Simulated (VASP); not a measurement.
Runs of VASP 6.6.1 on BN (CsCl type). The structure is that of space group Pm-3m (No. 221), or close to it. The cells are those of the table. 

```tsv
task	cell	cutoff (eV)	smearing	k mesh for the DOS	occupations for the DOS	gap on the mesh (eV)	pressure (GPa)
single point	a = 1.901 Å, 2 atoms	520	fermi-dirac 0.05 eV	-	-	none	473.8
single point	a = 2.320 Å, 2 atoms	520	fermi-dirac 0.05 eV	-	-	none	-0.1
single point	a = 2.224 Å, 2 atoms	520	fermi-dirac 0.05 eV	-	-	none	(a)
single point	a = 2.320 Å, 2 atoms	600	fermi-dirac 0.05 eV	-	-	none	-0.4
single point	a = 2.320 Å, 2 atoms	600	methfessel-paxton 0.005 eV	-	-	none	-0.4
single point	a = 2.154 Å, 2 atoms	520	fermi-dirac 0.05 eV	-	-	none	85.5
```

Alike in all rows: level PBE; potentials or basis VASP PAW PBE potentials, release 64 (B, N); no spin polarisation; k mesh 14 × 14 × 14.

Question: Fill in the values left out.

Answer: (a) 40.3.

A gap of «none» marks levels without a gap at the run's occupations.
